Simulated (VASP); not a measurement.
# LiF (P6_3mc) in VASP: further runs

LiF is run at these levels: LDA; tasks: single point.

Program: VASP 6.6.1. These are calculated values, not measurements. Logs are shortened: lines on timing, memory, paths and dates and some standing lists are left out, and cuts for length are marked.

## 1. The cell of the first run

Symmetry: P6_3mc, No. 186, hexagonal system. Conventional cell: a = 3.063 Å, b = 3.063 Å, c = 4.559 Å, α = 90.00°, β = 90.00°, γ = 120.00°. Within 2.4 Å of Li (site symmetry 3m) lie 4 F at 1.81 to 1.88 Å. F (site symmetry 3m) has 4 Li at 1.81 to 1.88 Å within 2.4 Å.

## 2. Single point, LDA

Input file INCAR:

```
PREC = Accurate
ENCUT = 520
EDIFF = 1E-6
ISMEAR = 0
SIGMA = 0.05
LREAL = False
LASPH = True
NELM = 60
ALGO = Normal
ISIF = 2
LWAVE = False
LCHARG = False
GGA = CA
NBANDS = 18
```

Input file KPOINTS:

```
regular mesh
0
Gamma
  9 9 6
```

Input file POSCAR:

```
LiF
1.0
    3.0631065845      0.0000000000      0.0000000000
   -1.5315532922      2.6527281167      0.0000000000
    0.0000000000      0.0000000000      4.5591278403
Li F
2 2
Direct
    0.3333333333      0.6666666667      0.4026947866
    0.6666666667      0.3333333333      0.9026947866
    0.3333333333      0.6666666667      0.9910195924
    0.6666666667      0.3333333333      0.4910195924
```

Potentials or basis: VASP PAW LDA potentials, release 64 (Li_sv, F).

Command:

```bash
$ cat potpaw_LDA.64/Li_sv/POTCAR potpaw_LDA.64/F/POTCAR > POTCAR
$ mpirun -np 1 vasp_std > vasp.out
```

OUTCAR:

```text
PREC = Accurate
   ENCUT = 520
   EDIFF = 1E-6
   ISMEAR = 0
   LREAL = False
   LASPH = True
   NELM = 60
   ISIF = 2
   GGA = CA

 ion  position               nearest neighbor table
   1  0.333  0.667  0.403-   4 1.81   4 1.81   4 1.81   3 1.88
   2  0.667  0.333  0.903-   3 1.81   3 1.81   3 1.81   4 1.88
   3  0.333  0.667  0.991-   2 1.81   2 1.81   2 1.81   1 1.88
   4  0.667  0.333  0.491-   1 1.81   1 1.81   1 1.81   2 1.88

  LATTYP: Found a hexagonal cell.
 ALAT       =     3.0631065845
 C/A-ratio  =     1.4884000000

  Lattice vectors:

 A1 = (   3.0631065845,   0.0000000000,   0.0000000000)
 A2 = (  -1.5315532922,   2.6527281167,   0.0000000000)
 A3 = (   0.0000000000,   0.0000000000,   4.5591278403)

Analysis of symmetry for initial positions (statically):
=====================================================================
 Subroutine PRICEL returns:
 Original cell was already a primitive cell.

 Routine SETGRP: Setting up the symmetry group for a
 hexagonal supercell.

 Subroutine GETGRP returns: Found 12 space group operations
 (whereof  6 operations were pure point group operations)
 out of a pool of 24 trial point group operations.

The static configuration has the point symmetry C_3v.
 The point group associated with its full space group is C_6v.

Analysis of symmetry for dynamics (positions and initial velocities):
=====================================================================
 Subroutine PRICEL returns:
 Original cell was already a primitive cell.

 Routine SETGRP: Setting up the symmetry group for a
 hexagonal supercell.

 Subroutine GETGRP returns: Found 12 space group operations
 (whereof  6 operations were pure point group operations)
 out of a pool of 24 trial point group operations.

The dynamic configuration has the point symmetry C_3v.
 The point group associated with its full space group is C_6v.

 Subroutine INISYM returns: Found 12 space group operations
 (whereof  6 operations are pure point group operations),
 and found     1 'primitive' translations

----------------------------------------------------------------------------------------

                                     Primitive cell

  volume of cell :      37.0456

  direct lattice vectors                    reciprocal lattice vectors
     3.063106584  0.000000000  0.000000000     0.326465950  0.188485204  0.000000000
    -1.531553292  2.652728117  0.000000000     0.000000000  0.376970408  0.000000000
     0.000000000  0.000000000  4.559127840     0.000000000  0.000000000  0.219340197

  length of vectors
     3.063106584  3.063106584  4.559127840     0.376970408  0.376970408  0.219340197

  position of ions in fractional coordinates (direct lattice)
     0.333333333  0.666666667  0.402694787
     0.666666667  0.333333333  0.902694787
     0.333333333  0.666666667  0.991019592
     0.666666667  0.333333333  0.491019592

  ion indices of the primitive-cell ions
   primitive index   ion index
                 1           1
                 2           2
                 3           3
                 4           4

----------------------------------------------------------------------------------------

 KPOINTS: regular mesh

Automatic generation of k-mesh.
 Grid dimensions read from file:
 generate k-points for:    9    9    6

 Generating k-lattice:

  Cartesian coordinates                     Fractional coordinates (reciprocal lattice)
     0.036273994  0.020942800  0.000000000     0.111111111 -0.000000000  0.000000000
     0.000000000  0.041885601  0.000000000     0.000000000  0.111111111  0.000000000
     0.000000000  0.000000000  0.036556700     0.000000000  0.000000000  0.166666667

  Length of vectors
     0.041885601  0.041885601  0.036556700

  Shift w.r.t. Gamma in fractional coordinates (k-lattice)
     0.000000000  0.000000000  0.000000000

 Subroutine IBZKPT returns following result:
 ===========================================

 Found     48 irreducible k-points:

 Following reciprocal coordinates:
            Coordinates               Weight
  0.000000  0.000000  0.000000      1.000000
  0.111111  0.000000  0.000000      6.000000
  0.222222  0.000000  0.000000      6.000000
  0.333333  0.000000  0.000000      6.000000
  0.444444  0.000000  0.000000      6.000000
  0.111111  0.111111  0.000000      6.000000
[... 16 lines left out ...]
  0.333333  0.222222  0.166667     24.000000
  0.333333  0.333333  0.166667      4.000000
 [... further k-points ...]
   k-points           NKPTS =     48   k-points in BZ     NKDIM =     48   number of bands    NBANDS=     18
   number of dos      NEDOS =    301   number of ions     NIONS =      4
   total plane-waves  NPLWV =  20736
   dimension x,y,z NGX =    24 NGY =   24 NGZ =   36
   dimension x,y,z NGXF=    48 NGYF=   48 NGZF=   72
   ions per type =               2   2
   NGX,Y,Z   is equivalent  to a cutoff of  13.03, 13.03, 13.13 a.u.
   NGXF,Y,Z  is equivalent  to a cutoff of  26.05, 26.05, 26.25 a.u.
 SYSTEM =  unknown system
   PREC   = accura    normal or accurate (medium, high low for compatibility)
   ISTART =      0    job   : 0-new  1-cont  2-samecut
   ICHARG =      2    charge: 1-file 2-atom 10-const
   ISPIN  =      1    spin polarized calculation?
   LNONCOLLINEAR =      F non collinear calculations
   LSORBIT =      F    spin-orbit coupling
   LASPH  =      T    aspherical Exc in radial PAW
   ENCUT  =  520.0 eV  38.22 Ry    6.18 a.u.   5.70  5.70  8.48*2*pi/ulx,y,z
   NELM   =     60;   NELMIN=  2; NELMDL= -5     # of ELM steps
   EDIFF  = 0.1E-05   stopping-criterion for ELM
   LREAL  =      F    real-space projection
   EDIFFG = 0.1E-04   stopping-criterion for IOM
   NSW    =      0    number of steps for IOM
   IBRION =     -1    ionic relax: 0-MD 1-quasi-New 2-CG
   NFREE  =      0    steps in history (QN), initial steepest desc. (CG)
   ISIF   =      2    stress and relaxation
   ISYM   =      2    0-nonsym 1-usesym 2-fastsym
   POTIM  = 0.5000    time-step for ionic-motion
   TEBEG  =    0.0;   TEEND  =   0.0 temperature during run
   PSTRESS=    0.0 pullay stress
   NELECT =      20.0000    total number of electrons
   NUPDOWN=      -1.0000    fix difference up-down
   EMIN   =  10.00;   EMAX   =-10.00  energy-range for DOS
   EFERMI =   0.00;   METHOD = LEGACY
   ISMEAR =     0;   SIGMA  =   0.05  broadening in eV -4-tet -1-fermi 0-gaus
   EFERMI_NEDOS =   21; number of points for ismear=-14 and -15
   IALGO  =     38    algorithm
   IMIX   =      4    mixing-type and parameters
     AMIX     =   0.40;   BMIX     =  1.00
     AMIX_MAG =   1.60;   BMIX_MAG =  1.00
  volume/ion in A,a.u.               =       9.26        62.50
  Fermi-wavevector in a.u.,A,eV,Ry     =   1.333028  2.519058 24.177060  1.776964
  Thomas-Fermi vector in A             =   2.461918
   LORBIT       =      0    0 simple, 1 ext, 2 COOP (PROOUT), +10 PAW based schemes
   GGA     = CA    functional components
   LHFCALC =     F    Hartree Fock is set to
   AEXX    =    0.0000 exact exchange contribution
   IVDW    =     0    specifies the selected vdW correction
   LEPSILON=     F    determine dielectric tensor
   LRPA    =     F    only Hartree local field effects (RPA)
 non-spin polarized calculation
 Gauss-broadening in eV      SIGMA  =   0.05
  energy-cutoff  :      520.00
  volume of cell :       37.05
 maximum number of plane-waves:      1008
 NGX is ok and might be reduce to    24
   NGX = 11   NGY = 11   NGZ = 17

 number of electron      19.9999979 magnetization

 Free energy of the ion-electron system (eV)
  ---------------------------------------------------
  ext. energy  EPLUGINS =         0.00000000
  ---------------------------------------------------
  free energy    TOTEN  =       -20.80459789 eV

  energy without entropy =      -20.80459789  energy(sigma->0) =      -20.80459789

 E-fermi :  -2.0020     XC(G=0):  -9.8721

 val. band max:       -2.2434077199   @ k =   0.0000   0.0000   0.0000
 cond. band min:       5.4507547819   @ k =   0.0000   0.0000   0.0000
 fundamental gap:      7.6941625018
 Fermi energy:        -2.0020015003

 k-point     1 :       0.0000    0.0000    0.0000
  band No.  band energies     occupation
      1     -41.5928      2.00000
      2     -41.5228      2.00000
      3     -21.5592      2.00000
      4     -21.1761      2.00000
      5      -4.9733      2.00000
      6      -3.0825      2.00000
[... 10 lines left out ...]
     17      16.9570      0.00000
     18      19.0756      0.00000

 k-point     2 :       0.1111    0.0000    0.0000
  band No.  band energies     occupation
      1     -41.5871      2.00000
      2     -41.5209      2.00000
      3     -21.5441      2.00000
      4     -21.1812      2.00000
      5      -4.8926      2.00000
      6      -3.2060      2.00000
[... 10 lines left out ...]
     17      17.2482      0.00000
     18      18.5718      0.00000

 k-point     3 :       0.2222    0.0000    0.0000
  band No.  band energies     occupation
      1     -41.5721      2.00000
      2     -41.5167      2.00000
      3     -21.5012      2.00000
      4     -21.1977      2.00000
      5      -4.6785      2.00000
      6      -3.5702      2.00000
[... 10 lines left out ...]
     17      17.6193      0.00000
     18      17.7510      0.00000

 k-point     4 :       0.3333    0.0000    0.0000
  band No.  band energies     occupation
      1     -41.5534      2.00000
      2     -41.5134      2.00000
      3     -21.4414      2.00000
      4     -21.2254      2.00000
      5      -4.4975      2.00000
      6      -3.8845      2.00000
[... 375 lines left out ...]
      4     -21.2549      2.00000
      5      -4.4017      2.00000
      6      -4.2165      2.00000
[... 10 lines left out ...]
     17      17.4204      0.00000
     18      18.7069      0.00000

 k-point    23 :       0.3333    0.2222    0.1667
  band No.  band energies     occupation
      1     -41.5298      2.00000
      2     -41.5162      2.00000
      3     -21.3539      2.00000
      4     -21.2831      2.00000
      5      -4.6820      2.00000
      6      -3.9679      2.00000
[... 10 lines left out ...]
     17      16.8227      0.00000
     18      18.9644      0.00000

 k-point    24 :       0.3333    0.3333    0.1667
  band No.  band energies     occupation
      1     -41.5211      2.00000
      2     -41.5211      2.00000
      3     -21.3151      2.00000
      4     -21.3151      2.00000
      5      -4.7786      2.00000
      6      -3.7391      2.00000
[... 10 lines left out ...]
     17      16.3329      0.00000
     18      19.1091      0.00000

 [... further k-points ...]

------------------------ aborting loop because EDIFF is reached ----------------------------------------

  FORCE on cell =-STRESS in cart. coord.  units (eV):
  Direction    XX          YY          ZZ          XY          YZ          ZX
  --------------------------------------------------------------------------------------
  -------------------------------------------------------------------------------------
  Total        0.0008446      0.0008446     -0.4117256      0.0000000      0.0000000      0.0000000
  in kB        0.0365278      0.0365278    -17.8066354      0.0000000      0.0000000      0.0000000
  external PRESSURE =      -5.9111933 kB  Pullay stress =       0.0000000 kB

 VOLUME and BASIS-vectors are now :
 -----------------------------------------------------------------------------
  energy-cutoff  :      520.00
  volume of cell :       37.05
      direct lattice vectors                 reciprocal lattice vectors
     3.063106584  0.000000000  0.000000000     0.326465950  0.188485204  0.000000000
    -1.531553292  2.652728117  0.000000000     0.000000000  0.376970408  0.000000000
     0.000000000  0.000000000  4.559127840     0.000000000  0.000000000  0.219340197

 POSITION                                       TOTAL-FORCE (eV/Angst)
 -----------------------------------------------------------------------------------
     -0.00000      1.76849      1.83594        -0.000000      0.000000     -0.103189
      1.53155      0.88424      4.11550         0.000000      0.000000     -0.103189
     -0.00000      1.76849      4.51819        -0.000000     -0.000000      0.103189
      1.53155      0.88424      2.23862         0.000000     -0.000000      0.103189
 -----------------------------------------------------------------------------------
    total drift:                               -0.000001     -0.000001     -0.001753

  FREE ENERGIE OF THE ION-ELECTRON SYSTEM (eV)
  ---------------------------------------------------
  free  energy   TOTEN  =       -20.8045978908 eV

  energy  without entropy=      -20.8045978908  energy(sigma->0) =      -20.80459789
```

Run time: 37 s. Hardware: 1 thread of Intel Xeon 8259CL, shared host; peak memory 0.14 GiB.

What came out:

```
Free energy            : -20.8046 eV
Largest force          : 0.103 eV/Å
Band gap on the k mesh : 7.69 eV
```

Forces in eV/Å, atoms in the order of the input:
```
Li   0.000  0.000 -0.103
Li   0.000  0.000 -0.103
F    0.000  0.000  0.103
F    0.000  0.000  0.103
```

Caveat: the cell differs from its parent crystal (atoms shifted along a free coordinate, c/a of the conventional cell at fixed volume 1.4884); the cutoff is under 1.25 times the usual one of these potentials, so pressure, stress and relaxed cells hold a basis-set (Pulay) error. A k mesh can miss the band edges.

## 3. Single point, LDA (9.26 Å³/atom, c/a of the conventional cell at fixed volume 1.4392)

Input file INCAR:

```
SYSTEM = LiF
PREC = Accurate
ENCUT = 520
EDIFF = 1E-7
ISMEAR = 0
SIGMA = 0.05
LREAL = .False.
LASPH = .True.
NELM = 80
ALGO = Normal
ISIF = 2
LWAVE = .False.
LCHARG = .False.
NBANDS = 18
```

Input file KPOINTS:

```
Automatic mesh
0
Gamma
  9 9 6
  0 0 0
```

Input file POSCAR:

```
LiF
1.0
    3.0976209951      0.0000000000      0.0000000000
   -1.5488104975      2.6826184730      0.0000000000
    0.0000000000      0.0000000000      4.4580961361
Li F
2 2
Direct
    0.3333333333      0.6666666667      0.3839784076
    0.6666666667      0.3333333333      0.8839784076
    0.3333333333      0.6666666667      0.9910195924
    0.6666666667      0.3333333333      0.4910195924
```

Potentials or basis: VASP PAW LDA potentials, release 64 (Li_sv, F).

Command:

```bash
$ cat potpaw_LDA.64/Li_sv/POTCAR potpaw_LDA.64/F/POTCAR > POTCAR
$ mpirun -np 1 vasp_std > vasp.out
```

Wall time 41 s (1 thread of Intel Xeon 8259CL, shared host); peak memory 0.15 GiB.

The run converged. Its results:

```
Free energy            : -20.7737 eV
Largest force          : 0.382 eV/Å
Band gap on the k mesh : 7.74 eV
```

Forces in eV/Å, atoms in the order of the input:
```
Li   0.000  0.000  0.382
Li   0.000  0.000  0.382
F    0.000  0.000 -0.382
F    0.000  0.000 -0.382
```

Levels at points of the mesh, in eV from the valence-band top:
| k point | band 7 | band 8 | band 9 | band 10 | band 11 | band 12 | band 13 | band 14 |
| --- | --- | --- | --- | --- | --- | --- | --- | --- |
| (0.00, 0.00, 0.00) | -0.80 | -0.29 | -0.29 | 0.00 | 7.74 | 12.58 | 15.98 | 17.81 |
| (0.00, 0.00, 0.50) | -0.54 | -0.54 | -0.54 | -0.54 | 9.60 | 9.60 | 18.08 | 18.08 |

Caveat: the cell differs from its parent crystal (c/a of the conventional cell at fixed volume 1.4392); the cutoff is under 1.25 times the usual one of these potentials, so pressure, stress and relaxed cells hold a basis-set (Pulay) error. A k mesh can miss the band edges.

(Continued in part 2 of 2.)
